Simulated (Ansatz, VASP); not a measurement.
One calculation of Cu, two programs

```
Cu
1.0
     2.53461    0.00000    0.10912
     0.00000    2.54097    0.00000
    -0.16224    0.00000    3.71431
Cu
2
Direct
  0.75000 0.75000 0.75000
  0.25000 0.25000 0.25000
```

Alike in both runs: functional PBE; k mesh 6 × 6 × 6; occupations gaussian, width 0.1 eV; no spin polarisation.

Ansatz relaxed the structure, and its values are those at the end. VASP's run is a single point on that final structure, the one shown.

|  | VASP | Ansatz |
| --- | --- | --- |
| version | VASP 6.6.1 | Ansatz 0.2.0 |
| potentials or method | VASP PAW PBE potentials, release 64 (Cu), cutoff 520 eV | scalar-relativistic, plane waves, PAW |
| valence electrons in the cell | 22 | 38 |

Ansatz gave:

```
gap on the k mesh at the Fermi level (eV) : none
pressure (GPa)                            : 0.2
```

What did VASP give for the same quantities?

gap on the k mesh at the Fermi level (eV): none; pressure (GPa): 0.9.

A gap of «none» marks a metal or a gap that the smearing closes. The functional is the same, so the differences come from potentials, cutoffs and numerics. VASP's potentials hold 22 valence electrons a cell and Ansatz's 38, so a difference there can come from the potentials and not from the codes.

The k mesh is coarse, so the values compare programs but aren't converged.
